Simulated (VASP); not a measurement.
Here is a VASP 6.6.1 calculation.

Contents of INCAR:

```
PREC = Accurate
ENCUT = 520
EDIFF = 1E-7
ISMEAR = -1
SIGMA = 0.1
LREAL = F
LASPH = T
NELM = 80
ALGO = Normal
ISIF = 2
LWAVE = F
LCHARG = F
GGA = RE
NBANDS = 28
```

KPOINTS

```
Automatic mesh
0
Gamma
  13 13 4
```

File POSCAR:

```
Hf
1.0
    3.2625537168      0.0000000000      0.0000000000
   -1.6312768584      2.8254544000      0.0000000000
    0.0000000000      0.0000000000     10.4385050258
Hf
4
Direct
    1.0000000000      0.0000000000      1.0000000000
    1.0000000000      0.0000000000      0.5000000000
    0.3333333333      0.6666666667      0.2500000000
    0.6666666667      0.3333333333      0.7500000000
```

Potentials or basis: VASP PAW PBE potentials, release 64 (Hf_pv).

Command:

```console
$ cat potpaw_PBE.64/Hf_pv/POTCAR > POTCAR
$ mpirun -np 1 vasp_std > vasp.out
```

Q: What does it give for the band gap on the k mesh?

A: Zero (band 20 reaches 5.51 eV, above the bottom of band 21 at 3.92 eV).

Q: Estimate the pressure.

A: -4.2 GPa.

Caveat: the PAW data sets were made with another functional, which shifts forces and pressure a little; spin-orbit coupling is left out, which moves the levels of the heavy elements.
